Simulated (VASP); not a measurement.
# Al3Pd (Pm-3m) in VASP: notebook

Al3Pd is run at these levels: PBE; tasks: single point.

Everything below comes from runs of VASP 6.6.1. Logs are shortened: lines on timing, memory, paths and dates and some standing lists are left out, and cuts for length are marked.

## (1) The cell of the first run

It takes space group Pm-3m (No. 221, cubic). Conventional cell: a = 3.947 Å, b = 3.947 Å, c = 3.947 Å, α = 90.00°, β = 90.00°, γ = 90.00°. Al (site symmetry 4/mmm) has 8 Al at 2.79 Å and 4 Pd at 2.79 Å within 3.7 Å. Within 3.7 Å of Pd (site symmetry m-3m) lie 12 Al at 2.79 Å.

## (2) Single point, PBE

The input, INCAR:

```
SYSTEM = Al3Pd
PREC = Accurate
ENCUT = 500
EDIFF = 1E-6
ISMEAR = 0
SIGMA = 0.05
LREAL = .False.
LASPH = .True.
NELM = 120
ALGO = Normal
ISIF = 2
LWAVE = .False.
LCHARG = .False.
GGA = PE
NBANDS = 18
GGA_COMPAT = .False.
```

The input, KPOINTS:

```
regular mesh
0
Gamma
  5 5 5
  0 0 0
```

The input, POSCAR:

```
Al3Pd
1.0
    3.9469100000      0.0000000000      0.0000000000
    0.0000000000      3.9469100000      0.0000000000
    0.0000000000      0.0000000000      3.9469100000
Al Pd
3 1
Direct
    0.0000000000      0.5000000000      0.5000000000
    0.5000000000      0.0000000000      0.5000000000
    0.5000000000      0.5000000000      0.0000000000
    0.0000000000      0.0000000000      0.0000000000
```

Potentials or basis: VASP PAW PBE potentials, release 64 (Al, Pd).

Started as:

```
cat potpaw_PBE.64/Al/POTCAR potpaw_PBE.64/Pd/POTCAR > POTCAR
mpirun -np 1 vasp_std > vasp.out
```

OUTCAR:

```text
SYSTEM = Al3Pd
   PREC = Accurate
   ENCUT = 500
   EDIFF = 1E-6
   ISMEAR = 0
   LREAL = .False.
   LASPH = .True.
   NELM = 120
   ISIF = 2
   GGA = PE

 ion  position               nearest neighbor table
   1  0.000  0.500  0.500-   2 2.79   3 2.79   4 2.79   3 2.79   4 2.79   2 2.79   4 2.79   4 2.79
                             2 2.79   3 2.79   3 2.79   2 2.79
   2  0.500  0.000  0.500-   1 2.79   3 2.79   4 2.79   3 2.79   4 2.79   1 2.79   3 2.79   3 2.79
                             1 2.79   4 2.79   4 2.79   1 2.79
   3  0.500  0.500  0.000-   1 2.79   2 2.79   4 2.79   1 2.79   2 2.79   2 2.79   4 2.79   2 2.79
                             1 2.79   4 2.79   1 2.79   4 2.79
   4  0.000  0.000  0.000-   1 2.79   2 2.79   3 2.79   1 2.79   2 2.79   1 2.79   3 2.79   1 2.79
                             2 2.79   3 2.79   2 2.79   3 2.79

  LATTYP: Found a simple cubic cell.
 ALAT       =     3.9469100000

  Lattice vectors:

 A1 = (   3.9469100000,   0.0000000000,   0.0000000000)
 A2 = (   0.0000000000,   3.9469100000,   0.0000000000)
 A3 = (   0.0000000000,   0.0000000000,   3.9469100000)

Analysis of symmetry for initial positions (statically):
=====================================================================
 Subroutine PRICEL returns:
 Original cell was already a primitive cell.

 Routine SETGRP: Setting up the symmetry group for a
 simple cubic supercell.

 Subroutine GETGRP returns: Found 48 space group operations
 (whereof 48 operations were pure point group operations)
 out of a pool of 48 trial point group operations.

The static configuration has the point symmetry O_h .

Analysis of symmetry for dynamics (positions and initial velocities):
=====================================================================
 Subroutine PRICEL returns:
 Original cell was already a primitive cell.

 Routine SETGRP: Setting up the symmetry group for a
 simple cubic supercell.

 Subroutine GETGRP returns: Found 48 space group operations
 (whereof 48 operations were pure point group operations)
 out of a pool of 48 trial point group operations.

The dynamic configuration has the point symmetry O_h .

 Subroutine INISYM returns: Found 48 space group operations
 (whereof 48 operations are pure point group operations),
 and found     1 'primitive' translations

----------------------------------------------------------------------------------------

                                     Primitive cell

  volume of cell :      61.4854

  direct lattice vectors                    reciprocal lattice vectors
     3.946910000  0.000000000  0.000000000     0.253362757  0.000000000  0.000000000
     0.000000000  3.946910000  0.000000000     0.000000000  0.253362757  0.000000000
     0.000000000  0.000000000  3.946910000     0.000000000  0.000000000  0.253362757

  length of vectors
     3.946910000  3.946910000  3.946910000     0.253362757  0.253362757  0.253362757

  position of ions in fractional coordinates (direct lattice)
     0.000000000  0.500000000  0.500000000
     0.500000000  0.000000000  0.500000000
     0.500000000  0.500000000  0.000000000
     0.000000000  0.000000000  0.000000000

  ion indices of the primitive-cell ions
   primitive index   ion index
                 1           1
                 2           2
                 3           3
                 4           4

----------------------------------------------------------------------------------------

 KPOINTS: regular mesh

Automatic generation of k-mesh.
 Grid dimensions read from file:
 generate k-points for:    5    5    5

 Generating k-lattice:

  Cartesian coordinates                     Fractional coordinates (reciprocal lattice)
     0.050672551  0.000000000  0.000000000     0.200000000  0.000000000  0.000000000
     0.000000000  0.050672551  0.000000000     0.000000000  0.200000000  0.000000000
     0.000000000  0.000000000  0.050672551     0.000000000  0.000000000  0.200000000

  Length of vectors
     0.050672551  0.050672551  0.050672551

  Shift w.r.t. Gamma in fractional coordinates (k-lattice)
     0.000000000  0.000000000  0.000000000

 Subroutine IBZKPT returns following result:
 ===========================================

 Found     10 irreducible k-points:

 Following reciprocal coordinates:
            Coordinates               Weight
  0.000000  0.000000  0.000000      1.000000
  0.200000  0.000000  0.000000      6.000000
  0.400000  0.000000  0.000000      6.000000
  0.200000  0.200000  0.000000     12.000000
  0.400000  0.200000  0.000000     24.000000
  0.400000  0.400000  0.000000     12.000000
  0.200000  0.200000  0.200000      8.000000
  0.400000  0.200000  0.200000     24.000000
  0.400000  0.400000  0.200000     24.000000
  0.400000  0.400000  0.400000      8.000000
   k-points           NKPTS =     10   k-points in BZ     NKDIM =     10   number of bands    NBANDS=     18
   number of dos      NEDOS =    301   number of ions     NIONS =      4
   total plane-waves  NPLWV =  27000
   dimension x,y,z NGX =    30 NGY =   30 NGZ =   30
   dimension x,y,z NGXF=    60 NGYF=   60 NGZF=   60
   ions per type =               3   1
   NGX,Y,Z   is equivalent  to a cutoff of  12.64, 12.64, 12.64 a.u.
   NGXF,Y,Z  is equivalent  to a cutoff of  25.27, 25.27, 25.27 a.u.
 SYSTEM =  Al3Pd
   PREC   = accura    normal or accurate (medium, high low for compatibility)
   ISTART =      0    job   : 0-new  1-cont  2-samecut
   ICHARG =      2    charge: 1-file 2-atom 10-const
   ISPIN  =      1    spin polarized calculation?
   LNONCOLLINEAR =      F non collinear calculations
   LSORBIT =      F    spin-orbit coupling
   LASPH  =      T    aspherical Exc in radial PAW
   ENCUT  =  500.0 eV  36.75 Ry    6.06 a.u.   7.20  7.20  7.20*2*pi/ulx,y,z
   NELM   =    120;   NELMIN=  2; NELMDL= -5     # of ELM steps
   EDIFF  = 0.1E-05   stopping-criterion for ELM
   LREAL  =      F    real-space projection
   EDIFFG = 0.1E-04   stopping-criterion for IOM
   NSW    =      0    number of steps for IOM
   IBRION =     -1    ionic relax: 0-MD 1-quasi-New 2-CG
   NFREE  =      0    steps in history (QN), initial steepest desc. (CG)
   ISIF   =      2    stress and relaxation
   ISYM   =      2    0-nonsym 1-usesym 2-fastsym
   POTIM  = 0.5000    time-step for ionic-motion
   TEBEG  =    0.0;   TEEND  =   0.0 temperature during run
   PSTRESS=    0.0 pullay stress
   NELECT =      19.0000    total number of electrons
   NUPDOWN=      -1.0000    fix difference up-down
   EMIN   =  10.00;   EMAX   =-10.00  energy-range for DOS
   EFERMI =   0.00;   METHOD = LEGACY
   ISMEAR =     0;   SIGMA  =   0.05  broadening in eV -4-tet -1-fermi 0-gaus
   EFERMI_NEDOS =   21; number of points for ismear=-14 and -15
   IALGO  =     38    algorithm
   IMIX   =      4    mixing-type and parameters
     AMIX     =   0.40;   BMIX     =  1.00
     AMIX_MAG =   1.60;   BMIX_MAG =  1.00
  volume/ion in A,a.u.               =      15.37       103.73
  Fermi-wavevector in a.u.,A,eV,Ry     =   1.106799  2.091547 16.667195  1.225004
  Thomas-Fermi vector in A             =   2.243305
   LORBIT       =      0    0 simple, 1 ext, 2 COOP (PROOUT), +10 PAW based schemes
   GGA     = PE    functional components
   LHFCALC =     F    Hartree Fock is set to
   AEXX    =    0.0000 exact exchange contribution
   IVDW    =     0    specifies the selected vdW correction
   LEPSILON=     F    determine dielectric tensor
   LRPA    =     F    only Hartree local field effects (RPA)
 non-spin polarized calculation
 Gauss-broadening in eV      SIGMA  =   0.05
  energy-cutoff  :      500.00
  volume of cell :       61.49
 maximum number of plane-waves:      1574
 NGX is ok and might be reduce to    30
   NGX = 15   NGY = 15   NGZ = 15

 number of electron      19.0000003 magnetization

 Free energy of the ion-electron system (eV)
  ---------------------------------------------------
  ext. energy  EPLUGINS =         0.00000000
  ---------------------------------------------------
  free energy    TOTEN  =       -17.76213393 eV

  energy without entropy =      -17.75548771  energy(sigma->0) =      -17.75881082

 E-fermi :   9.1992     XC(G=0): -11.0668

 val. band max:        9.1782295774   @ k =   0.4000   0.2000   0.2000
 cond. band min:       9.3820899469   @ k =   0.0000   0.0000   0.0000
 fundamental gap:      0.2038603695
 Fermi energy:         9.1992150689

 k-point     1 :       0.0000    0.0000    0.0000
  band No.  band energies     occupation
      1      -1.7694      2.00000
      2       4.2622      2.00000
      3       4.2622      2.00000
      4       5.6227      2.00000
      5       5.6227      2.00000
      6       5.6227      2.00000
[... 10 lines left out ...]
     17      16.9161      0.00000
     18      16.9161      0.00000

 k-point     2 :       0.2000    0.0000    0.0000
  band No.  band energies     occupation
      1      -1.3801      2.00000
      2       3.5942      2.00000
      3       4.3801      2.00000
      4       5.2396      2.00000
      5       5.2396      2.00000
      6       5.6498      2.00000
[... 10 lines left out ...]
     17      16.5039      0.00000
     18      16.5039      0.00000

 k-point     3 :       0.4000    0.0000    0.0000
  band No.  band energies     occupation
      1      -0.2558      2.00000
      2       1.6255      2.00000
      3       4.5893      2.00000
      4       4.8677      2.00000
      5       4.8677      2.00000
      6       5.6944      2.00000
[... 10 lines left out ...]
     17      16.8970      0.00000
     18      17.7927      0.00000

 k-point     4 :       0.2000    0.2000    0.0000
  band No.  band energies     occupation
      1      -0.9985      2.00000
      2       3.7797      2.00000
      3       3.8280      2.00000
      4       4.9050      2.00000
      5       5.2117      2.00000
      6       5.4403      2.00000
[... 81 lines left out ...]
      4       4.7898      2.00000
      5       4.8030      2.00000
      6       5.1690      2.00000
[... 10 lines left out ...]
     17      17.0562      0.00000
     18      17.7888      0.00000

 k-point     9 :       0.4000    0.4000    0.2000
  band No.  band energies     occupation
      1       1.3450      2.00000
      2       3.0002      2.00000
      3       3.1827      2.00000
      4       4.3681      2.00000
      5       5.0321      2.00000
      6       5.1708      2.00000
[... 10 lines left out ...]
     17      17.5856      0.00000
     18      18.9214      0.00000

 k-point    10 :       0.4000    0.4000    0.4000
  band No.  band energies     occupation
      1       2.1850      2.00000
      2       3.2938      2.00000
      3       3.2938      2.00000
      4       4.6237      2.00000
      5       5.2454      2.00000
      6       5.2454      2.00000
[... 10 lines left out ...]
     17      20.1787      0.00000
     18      20.5491      0.00000

------------------------ aborting loop because EDIFF is reached ----------------------------------------

  FORCE on cell =-STRESS in cart. coord.  units (eV):
  Direction    XX          YY          ZZ          XY          YZ          ZX
  --------------------------------------------------------------------------------------
  -------------------------------------------------------------------------------------
  Total        0.4904408      0.4904408      0.4904408      0.0000000     -0.0000000     -0.0000000
  in kB       12.7798420     12.7798420     12.7798420      0.0000000     -0.0000000     -0.0000000
  external PRESSURE =      12.7798420 kB  Pullay stress =       0.0000000 kB

 VOLUME and BASIS-vectors are now :
 -----------------------------------------------------------------------------
  energy-cutoff  :      500.00
  volume of cell :       61.49
      direct lattice vectors                 reciprocal lattice vectors
     3.946910000  0.000000000  0.000000000     0.253362757  0.000000000  0.000000000
     0.000000000  3.946910000  0.000000000     0.000000000  0.253362757  0.000000000
     0.000000000  0.000000000  3.946910000     0.000000000  0.000000000  0.253362757

 POSITION                                       TOTAL-FORCE (eV/Angst)
 -----------------------------------------------------------------------------------
      0.00000      1.97345      1.97345         0.000000      0.000000      0.000000
      1.97345      0.00000      1.97345         0.000000      0.000000      0.000000
      1.97345      1.97345      0.00000         0.000000      0.000000      0.000000
      0.00000      0.00000      0.00000         0.000000      0.000000      0.000000
 -----------------------------------------------------------------------------------
    total drift:                                0.000000     -0.000000      0.000000

  FREE ENERGIE OF THE ION-ELECTRON SYSTEM (eV)
  ---------------------------------------------------
  free  energy   TOTEN  =       -17.7621339330 eV

  energy  without entropy=      -17.7554877070  energy(sigma->0) =      -17.75881082
```

Run time: 5.1 s. Hardware: 1 thread of Intel Xeon 6975P-C (Granite Rapids), shared host; peak memory 0.16 GiB.

What came out:

```yaml
Free_energy: -17.7621 eV
Pressure: 1.3 GPa
```

[end of part 1 of 2]
